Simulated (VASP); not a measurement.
Crystal: SnSe.

```
Sn Se
1.0
     0.00000    3.01000    3.01000
     3.01000    0.00000    3.01000
     3.01000    3.01000    0.00000
Sn Se
1 1
Cartesian
  0.0000 0.0000 0.0000
  3.0100 3.0100 3.0100
```

```yaml
Program: VASP 6.6.1
Task: relaxation of cell and atoms
Functional: PBEsol
Potentials_or_basis: VASP PAW PBE potentials, release 64 (Sn_d, Se)
Cutoff: 600 eV
k_mesh: 8 × 8 × 8
Occupations: fermi-dirac, width 0.05 eV
Spin: no spin polarisation
```

At the start: pressure -1.9 GPa; volume 27.27 Å³/atom.

Q: Where does the relaxation end?

A: Over 3 steps the energy falls by 5.9 meV/atom and the volume is 26.30 Å³/atom (-3.6 %); space group Fm-3m (No. 225, to 0.05 Å).

The path:
```csv
step,energy change (eV),largest force (eV/Å),pressure (GPa),volume (Å³)
1,0.0000,0.0000,-1.90,54.54
2,-0.0108,0.0000,0.62,52.03
3,-0.0119,0.0000,0.01,52.59
```

Final structure:
```xyz
2
Lattice="0.0000 2.9737 2.9737 2.9737 0.0000 2.9737 2.9737 2.9737 0.0000" Properties=species:S:1:pos:R:3 pbc="T T T"
Sn    0.0000    0.0000    0.0000
Se    2.9737    2.9737    2.9737
```

Caveat: the PAW data sets were made with another functional, which shifts forces and pressure a little.
